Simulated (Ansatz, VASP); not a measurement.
One calculation of Ga, two programs

File INCAR:

```
PREC     = Accurate       # precision mode
ENCUT    = 520            # plane-wave cutoff, eV
EDIFF    = 1E-6           # SCF threshold, eV
ISMEAR   = 0              # smearing method
SIGMA    = 0.15           # smearing width, eV
LREAL    = False          # projectors in reciprocal space
LASPH    = True           # aspherical terms in the spheres
NELM     = 60             # most SCF steps
ALGO     = Fast           # electronic algorithm
ISIF     = 2              # what is computed and relaxed
LWAVE    = False          # write WAVECAR
LCHARG   = True           # write CHGCAR
GGA      = CA             # functional
LELF     = True           # ELF
LVHAR    = True         
NBANDS   = 34             # bands
```

KPOINTS

```
regular mesh
0
Gamma
  10 10 10
```

POSCAR

```
Ga
1.0
    2.2085777266     -3.7454996903     -0.3312866590
    2.2085777266      3.7454996903     -0.3312866590
   -0.6658609293      0.0000000000      4.7720033265
Ga
4
Direct
    0.1560190462      0.8439809538      0.0845038705
    0.6560190462      0.3439809538      0.4154961295
    0.8439809538      0.1560190462      0.9154961295
    0.3439809538      0.6560190462      0.5845038705
```

Input for Ansatz:

```yaml
crystal:
  lattice:
    - [2.2085777266, -3.7454996903, -0.331286659]
    - [2.2085777266, 3.7454996903, -0.331286659]
    - [-0.6658609293, 0.0, 4.7720033265]
  atoms:
    - { symbol: Ga, position: [0.1560190462, 0.8439809538, 0.0845038705] }
    - { symbol: Ga, position: [0.6560190462, 0.3439809538, 0.4154961295] }
    - { symbol: Ga, position: [0.8439809538, 0.1560190462, 0.9154961295] }
    - { symbol: Ga, position: [0.3439809538, 0.6560190462, 0.5845038705] }
basis:
  ecutwfc: 420
kpoints:
  mp_grid: { grid: [10, 10, 10] }
hamiltonian:
  xc: lda
  pseudopotentials: { kind: paw }
scf:
  occupations: { method: gaussian, width: 0.15 }
output:
  forces: true
  stress: true
  eigenvalues: true
  write_density: true
  write_potential: true
  elf: true
  volumetric_format: npy
```

Change from the starting cell: engineering shear strain xz -0.3000, normal strain along z +0.0750.

Alike in both runs: task single point; functional LDA; k mesh 10 × 10 × 10; occupations gaussian, width 0.15 eV; no spin polarisation.

|  | VASP | Ansatz |
| --- | --- | --- |
| version | VASP 6.6.1 | Ansatz 0.2.0 |
| potentials or method | VASP PAW LDA potentials, release 64 (Ga_d), cutoff 520 eV | scalar-relativistic, plane waves, PAW |
| valence electrons in the cell | 52 | 52 |

```csv
,VASP,Ansatz,Ansatz less VASP
gap on the k mesh at the Fermi level (eV),none,none,-
pressure (GPa),1.8,1.7,-0.07
"traceless stress, the component that is largest in VASP (GPa)",7.14,7.02,-0.125
rms of the force components (eV/Å),0.610,0.601,-0.0093
```

LDA's correlation is that of Perdew and Zunger in VASP and of Perdew and Wang (1992) in Ansatz. Atom by atom the forces differ by 0.009 eV/Å (rms over components). A gap of «none» marks a metal or a gap that the smearing closes.
